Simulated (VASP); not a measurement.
# Al (P-1) in VASP: notebook

Al is run at these levels: PBEsol; tasks: single point.

Program: VASP 6.6.1. These are calculated values, not measurements. Logs are shortened: lines on timing, memory, paths and dates and some standing lists are left out, and cuts for length are marked.

### Step 1. The cell of the first run

The typed cell holds 2 atoms: a = 2.812 Å, b = 2.806 Å, c = 4.867 Å, α = 89.89°, β = 89.71°, γ = 119.78°.

This isn't the form of Al at room conditions, which is fcc.

### Step 2. Single point, PBEsol

The input, INCAR:

```
SYSTEM = Al
PREC     = Accurate       ! precision mode
ENCUT    = 520            ! plane-wave cutoff, eV
EDIFF    = 1E-6           ! SCF threshold, eV
ISMEAR   = -1             ! smearing method
SIGMA    = 0.1            ! smearing width, eV
LREAL    = .FALSE.        ! projectors in reciprocal space
LASPH    = .TRUE.         ! aspherical terms in the spheres
NELM     = 60             ! most SCF steps
ALGO     = Normal         ! electronic algorithm
ISIF     = 2              ! what is computed and relaxed
LWAVE    = .FALSE.        ! write WAVECAR
LCHARG   = .TRUE.         ! write CHGCAR
GGA      = PS             ! functional
LELF     = .TRUE.         ! ELF
LVHAR    = .TRUE.       
NBANDS   = 10             ! bands
```

The input, KPOINTS:

```
regular mesh
0
G
  14 14 7
  0 0 0
```

The input, POSCAR:

```
Al
1.0
    2.8124600000      0.0070311500      0.0070311500
   -1.4001408500      2.4321444250      0.0025735750
    0.0121671250      0.0121671250      4.8668500000
Al
2
Direct
    0.6666666667      0.3333333333      0.7500000000
    0.3333333333      0.6666666667      0.2500000000
```

Potentials or basis: VASP PAW PBE potentials, release 64 (Al).

On the command line:

```sh
$ cat potpaw_PBE.64/Al/POTCAR > POTCAR
$ mpirun -np 1 vasp_std > vasp.out
```

OUTCAR:

```text
SYSTEM = Al
   PREC = Accurate
   ENCUT = 520
   EDIFF = 1E-6
   ISMEAR = -1
   LREAL = .FALSE.
   LASPH = .TRUE.
   NELM = 60
   ISIF = 2
   GGA = PS

 ion  position               nearest neighbor table
   1  0.667  0.333  0.750-   2 2.92   2 2.92   2 2.92   2 2.93   2 2.93   2 2.94
   2  0.333  0.667  0.250-   1 2.92   1 2.92   1 2.92   1 2.93   1 2.93   1 2.94

  LATTYP: Found a triclinic cell.
 ALAT       =     2.8185661457
 B/A-ratio  =     0.9956738705
 C/A-ratio  =     1.7267220871
 COS(alpha) =     0.0018363747
 COS(beta)  =     0.0068238035
 COS(gamma) =     0.5000041427

  Lattice vectors:

 A1 = (   1.4123191500,   2.4391755750,   0.0096047250)
 A2 = (  -1.4001408500,   2.4321444250,   0.0025735750)
 A3 = (   0.0121671250,   0.0121671250,   4.8668500000)

Analysis of symmetry for initial positions (statically):
=====================================================================
 Subroutine PRICEL returns:
 Original cell was already a primitive cell.

 Routine SETGRP: Setting up the symmetry group for a
 triclinic supercell.

 Subroutine GETGRP returns: Found  2 space group operations
 (whereof  2 operations were pure point group operations)
 out of a pool of  2 trial point group operations.

The static configuration has the point symmetry S_2 .

Analysis of symmetry for dynamics (positions and initial velocities):
=====================================================================
 Subroutine PRICEL returns:
 Original cell was already a primitive cell.

 Routine SETGRP: Setting up the symmetry group for a
 triclinic supercell.

 Subroutine GETGRP returns: Found  2 space group operations
 (whereof  2 operations were pure point group operations)
 out of a pool of  2 trial point group operations.

The dynamic configuration has the point symmetry S_2 .

 Subroutine INISYM returns: Found  2 space group operations
 (whereof  2 operations are pure point group operations),
 and found     1 'primitive' translations

----------------------------------------------------------------------------------------

                                     Primitive cell

  volume of cell :      33.3383

  direct lattice vectors                    reciprocal lattice vectors
     2.812460000  0.007031150  0.007031150     0.355053111  0.204399031 -0.001398630
    -1.400140850  2.432144425  0.002573575    -0.001023869  0.410571455 -0.001023869
     0.012167125  0.012167125  4.866850000    -0.000512405 -0.000512405  0.205474274

  length of vectors
     2.812477578  2.806372664  4.866880418     0.409687237  0.410574008  0.205475552

  position of ions in fractional coordinates (direct lattice)
     0.666666667  0.333333333  0.750000000
     0.333333333  0.666666667  0.250000000

  ion indices of the primitive-cell ions
   primitive index   ion index
                 1           1
                 2           2

----------------------------------------------------------------------------------------

 KPOINTS: regular mesh

Automatic generation of k-mesh.
 Grid dimensions read from file:
 generate k-points for:   14   14    7

 Generating k-lattice:

  Cartesian coordinates                     Fractional coordinates (reciprocal lattice)
     0.025360937  0.014599931 -0.000099902     0.071428571 -0.000000000 -0.000000000
    -0.000073133  0.029326532 -0.000073133     0.000000000  0.071428571  0.000000000
    -0.000073201 -0.000073201  0.029353468     0.000000000  0.000000000  0.142857143

  Length of vectors
     0.029263374  0.029326715  0.029353650

  Shift w.r.t. Gamma in fractional coordinates (k-lattice)
     0.000000000  0.000000000  0.000000000

 Subroutine IBZKPT returns following result:
 ===========================================

 Found    688 irreducible k-points:

 Following reciprocal coordinates:
            Coordinates               Weight
  0.000000  0.000000  0.000000      1.000000
  0.071429 -0.000000  0.000000      2.000000
  0.142857 -0.000000  0.000000      2.000000
  0.214286 -0.000000  0.000000      2.000000
  0.285714 -0.000000  0.000000      2.000000
  0.357143 -0.000000  0.000000      2.000000
[... 16 lines left out ...]
  0.000000  0.142857  0.000000      2.000000
  0.071429  0.142857  0.000000      2.000000
 [... further k-points ...]
   k-points           NKPTS =    688   k-points in BZ     NKDIM =    688   number of bands    NBANDS=     10
   number of dos      NEDOS =    301   number of ions     NIONS =      2
   total plane-waves  NPLWV =  20736
   dimension x,y,z NGX =    24 NGY =   24 NGZ =   36
   dimension x,y,z NGXF=    48 NGYF=   48 NGZF=   72
   ions per type =               2
   NGX,Y,Z   is equivalent  to a cutoff of  14.19, 14.22, 12.30 a.u.
   NGXF,Y,Z  is equivalent  to a cutoff of  28.37, 28.43, 24.59 a.u.
 SYSTEM =  Al
   PREC   = accura    normal or accurate (medium, high low for compatibility)
   ISTART =      0    job   : 0-new  1-cont  2-samecut
   ICHARG =      2    charge: 1-file 2-atom 10-const
   ISPIN  =      1    spin polarized calculation?
   LNONCOLLINEAR =      F non collinear calculations
   LSORBIT =      F    spin-orbit coupling
   LASPH  =      T    aspherical Exc in radial PAW
   ENCUT  =  520.0 eV  38.22 Ry    6.18 a.u.   5.23  5.22  9.05*2*pi/ulx,y,z
   NELM   =     60;   NELMIN=  2; NELMDL= -5     # of ELM steps
   EDIFF  = 0.1E-05   stopping-criterion for ELM
   LREAL  =      F    real-space projection
   EDIFFG = 0.1E-04   stopping-criterion for IOM
   NSW    =      0    number of steps for IOM
   IBRION =     -1    ionic relax: 0-MD 1-quasi-New 2-CG
   NFREE  =      0    steps in history (QN), initial steepest desc. (CG)
   ISIF   =      2    stress and relaxation
   ISYM   =      2    0-nonsym 1-usesym 2-fastsym
   POTIM  = 0.5000    time-step for ionic-motion
   TEBEG  =    0.0;   TEEND  =   0.0 temperature during run
   PSTRESS=    0.0 pullay stress
   NELECT =       6.0000    total number of electrons
   NUPDOWN=      -1.0000    fix difference up-down
   EMIN   =  10.00;   EMAX   =-10.00  energy-range for DOS
   EFERMI =   0.00;   METHOD = LEGACY
   ISMEAR =    -1;   SIGMA  =   0.10  broadening in eV -4-tet -1-fermi 0-gaus
   EFERMI_NEDOS =   21; number of points for ismear=-14 and -15
   IALGO  =     38    algorithm
   IMIX   =      4    mixing-type and parameters
     AMIX     =   0.40;   BMIX     =  1.00
     AMIX_MAG =   1.60;   BMIX_MAG =  1.00
  volume/ion in A,a.u.               =      16.67       112.49
  Fermi-wavevector in a.u.,A,eV,Ry     =   0.924296  1.746666 11.623766  0.854323
  Thomas-Fermi vector in A             =   2.050026
   LORBIT       =      0    0 simple, 1 ext, 2 COOP (PROOUT), +10 PAW based schemes
   GGA     = PS    functional components
   LHFCALC =     F    Hartree Fock is set to
   AEXX    =    0.0000 exact exchange contribution
   IVDW    =     0    specifies the selected vdW correction
   LEPSILON=     F    determine dielectric tensor
   LRPA    =     F    only Hartree local field effects (RPA)
 non-spin polarized calculation
  energy-cutoff  :      520.00
  volume of cell :       33.34
 maximum number of plane-waves:       914
 NGX is ok and might be reduce to    24
   NGX = 11   NGY = 11   NGZ = 19

 number of electron       6.0000000 magnetization

 Free energy of the ion-electron system (eV)
  ---------------------------------------------------
  ext. energy  EPLUGINS =         0.00000000
  ---------------------------------------------------
  free energy    TOTEN  =        -8.12310990 eV

  energy without entropy =       -8.09912894  energy(sigma->0) =       -8.11111942

 E-fermi :   7.8182     XC(G=0): -10.2192

 val. band max:        7.8115107968   @ k =  -0.0000  -0.3571   0.4286
 cond. band min:       7.8198136098   @ k =  -0.2143   0.2143   0.2857
 fundamental gap:      0.0083028129
 Fermi energy:         7.8181932830

 k-point     1 :       0.0000    0.0000    0.0000
  band No.  band energies     occupation
      1      -3.2207      2.00000
      2       2.7826      2.00000
      3       3.0107      2.00000
      4      18.9738      0.00000
      5      19.2028      0.00000
      6      19.3193      0.00000
      7      19.4071      0.00000
      8      19.5483      0.00000
      9      20.2054      0.00000
     10      22.5519      0.00000

 k-point     2 :       0.0714   -0.0000    0.0000
  band No.  band energies     occupation
      1      -3.0940      2.00000
      2       2.9062      2.00000
      3       3.1296      2.00000
      4      16.8415      0.00000
      5      18.0194      0.00000
      6      18.7787      0.00000
      7      20.0088      0.00000
      8      20.2696      0.00000
      9      21.0260      0.00000
     10      22.0371      0.00000

 k-point     3 :       0.1429   -0.0000    0.0000
  band No.  band energies     occupation
      1      -2.7147      2.00000
      2       3.2750      2.00000
      3       3.4862      2.00000
      4      14.1294      0.00000
      5      16.8381      0.00000
      6      17.8941      0.00000
      7      19.0925      0.00000
      8      19.7646      0.00000
      9      20.8771      0.00000
     10      21.0164      0.00000

 k-point     4 :       0.2143   -0.0000    0.0000
  band No.  band energies     occupation
      1      -2.0848      2.00000
      2       3.8815      2.00000
      3       4.0809      2.00000
      4      11.5148      0.00000
      5      15.8718      0.00000
      6      16.3426      0.00000
      7      17.3003      0.00000
      8      17.7596      0.00000
      9      20.7420      0.00000
     10      20.9402      0.00000

 k-point     5 :       0.2857   -0.0000    0.0000
  band No.  band energies     occupation
      1      -1.2079      2.00000
      2       4.7068      2.00000
      3       4.9121      2.00000
      4       9.0917      0.00001
      5      14.3442      0.00000
      6      14.9041      0.00000
      7      15.1234      0.00000
      8      16.8187      0.00000
      9      20.0863      0.00000
     10      20.8527      0.00000

 k-point     6 :       0.3571   -0.0000    0.0000
  band No.  band energies     occupation
      1      -0.0889      2.00000
      2       5.6034      2.00000
      3       5.9675      2.00000
      4       7.0335      1.99922
      5      12.3432      0.00000
      6      12.6905      0.00000
      7      14.5886      0.00000
      8      16.1897      0.00000
      9      19.6175      0.00000
     10      20.2587      0.00000
[... 183 lines left out ...]
 k-point    21 :      -0.1429    0.0714    0.0000
  band No.  band energies     occupation
      1      -2.8394      2.00000
      2       3.1548      2.00000
      3       3.3680      2.00000
      4      15.5242      0.00000
      5      15.7415      0.00000
      6      19.3226      0.00000
      7      20.1461      0.00000
      8      20.2521      0.00000
      9      20.4132      0.00000
     10      21.2840      0.00000

 k-point    22 :      -0.0714    0.0714   -0.0000
  band No.  band energies     occupation
      1      -3.0929      2.00000
      2       2.9078      2.00000
      3       3.1300      2.00000
      4      17.0010      0.00000
      5      17.8952      0.00000
      6      18.7331      0.00000
      7      20.0379      0.00000
      8      20.2712      0.00000
      9      20.9255      0.00000
     10      22.1845      0.00000

 k-point    23 :       0.0000    0.1429    0.0000
  band No.  band energies     occupation
      1      -2.7125      2.00000
      2       3.2782      2.00000
      3       3.4872      2.00000
      4      14.2025      0.00000
      5      16.7668      0.00000
      6      17.8695      0.00000
      7      19.1406      0.00000
      8      19.8065      0.00000
      9      20.8924      0.00000
     10      21.0212      0.00000

 k-point    24 :       0.0714    0.1429    0.0000
  band No.  band energies     occupation
      1      -2.3353      2.00000
      2       3.6419      2.00000
      3       3.8435      2.00000
      4      12.9594      0.00000
      5      14.4483      0.00000
      6      18.1416      0.00000
      7      18.6224      0.00000
      8      19.1248      0.00000
      9      19.7591      0.00000
     10      20.5800      0.00000

 [... further k-points ...]

------------------------ aborting loop because EDIFF is reached ----------------------------------------

  FORCE on cell =-STRESS in cart. coord.  units (eV):
  Direction    XX          YY          ZZ          XY          YZ          ZX
  --------------------------------------------------------------------------------------
  -------------------------------------------------------------------------------------
  Total       -0.1314305     -0.1299324     -0.5390051     -0.0576304     -0.0205724     -0.0206495
  in kB       -6.3163186     -6.2443227    -25.9036303     -2.7696155     -0.9886732     -0.9923784
  external PRESSURE =     -12.8214239 kB  Pullay stress =       0.0000000 kB

 VOLUME and BASIS-vectors are now :
 -----------------------------------------------------------------------------
  energy-cutoff  :      520.00
  volume of cell :       33.34
      direct lattice vectors                 reciprocal lattice vectors
     2.812460000  0.007031150  0.007031150     0.355053111  0.204399031 -0.001398630
    -1.400140850  2.432144425  0.002573575    -0.001023869  0.410571455 -0.001023869
     0.012167125  0.012167125  4.866850000    -0.000512405 -0.000512405  0.205474274

 POSITION                                       TOTAL-FORCE (eV/Angst)
 -----------------------------------------------------------------------------------
      1.41739      0.82453      3.65568         0.000048     -0.000082     -0.000215
      0.00710      1.62682      1.22077        -0.000048      0.000082      0.000215
 -----------------------------------------------------------------------------------
    total drift:                                0.000000     -0.000000     -0.000000

  FREE ENERGIE OF THE ION-ELECTRON SYSTEM (eV)
  ---------------------------------------------------
  free  energy   TOTEN  =        -8.1231099038 eV

  energy  without entropy=       -8.0991289417  energy(sigma->0) =       -8.11111942
```

Run time: 2.1 min. Hardware: 1 thread of Intel Xeon Platinum 8259CL at 2.50GHz (Skylake/Cascade Lake), shared host; peak memory 0.3 GiB.

What came out:

| Quantity | Value |
| --- | --- |
| Free energy | -8.1231 eV |
| Pressure | -1.3 GPa |
| Band gap on the k mesh | zero (bands 3 and 4 overlap by 5.35 eV) |

Stress tensor (GPa, compression positive):
```
-0.63 -0.28 -0.10
-0.28 -0.62 -0.10
-0.10 -0.10 -2.59
```

Caveat: the PAW data sets were made with another functional, which shifts forces and pressure a little.

### Step 3. Single point, PBEsol

The input, INCAR:

```
PREC = Accurate ; ENCUT = 520
EDIFF = 1E-6 ; ISMEAR = -1
SIGMA = 0.1 ; LREAL = False
LASPH = True ; NELM = 100
ALGO = Normal ; ISIF = 2
LWAVE = False ; LCHARG = False
GGA = PS ; NBANDS = 10
```

The input, KPOINTS:

```
regular mesh
0
Gamma
  14 14 7
```

The input, POSCAR:

```
Al
1.0
    2.8124600000      0.0140623000      0.0140623000
   -1.3940517000      2.4286288500      0.0051471500
    0.0243342500      0.0243342500      4.8668500000
Al
2
Direct
    0.6666666667      0.3333333333      0.7500000000
    0.3333333333      0.6666666667      0.2500000000
```

Potentials or basis: VASP PAW PBE potentials, release 64 (Al).

On the command line:

```sh
$ cat potpaw_PBE.64/Al/POTCAR > POTCAR
$ mpirun -np 1 vasp_std > vasp.out
```

Run time: 2 min. Hardware: 1 thread of Intel Xeon Platinum 8259CL at 2.50GHz (Skylake/Cascade Lake), shared host; peak memory 0.3 GiB.

Results (log left out):

| Property | Result |
| --- | --- |
| Free energy | -8.1224 eV |
| Pressure | -1.3 GPa |
| Band gap on the k mesh | zero (bands 3 and 4 overlap by 5.36 eV) |

Stress tensor (GPa, compression positive):
```
-0.64 -0.53 -0.17
-0.53 -0.61 -0.17
-0.17 -0.17 -2.55
```

Levels at points of the mesh, in eV from the Fermi level:
| k point | band 1 | band 2 | band 3 | band 4 | band 5 | band 6 | band 7 | band 8 |
| --- | --- | --- | --- | --- | --- | --- | --- | --- |
| (0.00, 0.00, 0.00) | -11.04 | -5.04 | -4.81 | 11.14 | 11.33 | 11.52 | 11.56 | 11.80 |
| (0.50, 0.00, 0.00) | -5.06 | -4.94 | 0.42 | 0.74 | 1.19 | 1.53 | 6.42 | 7.93 |
| (0.00, 0.50, 0.00) | -5.00 | -4.90 | 0.51 | 0.75 | 1.29 | 1.53 | 6.26 | 7.80 |
| (0.50, 0.50, 0.00) | -4.94 | -4.87 | 0.64 | 0.73 | 1.41 | 1.51 | 6.10 | 7.67 |

Caveat: the PAW data sets were made with another functional, which shifts forces and pressure a little.
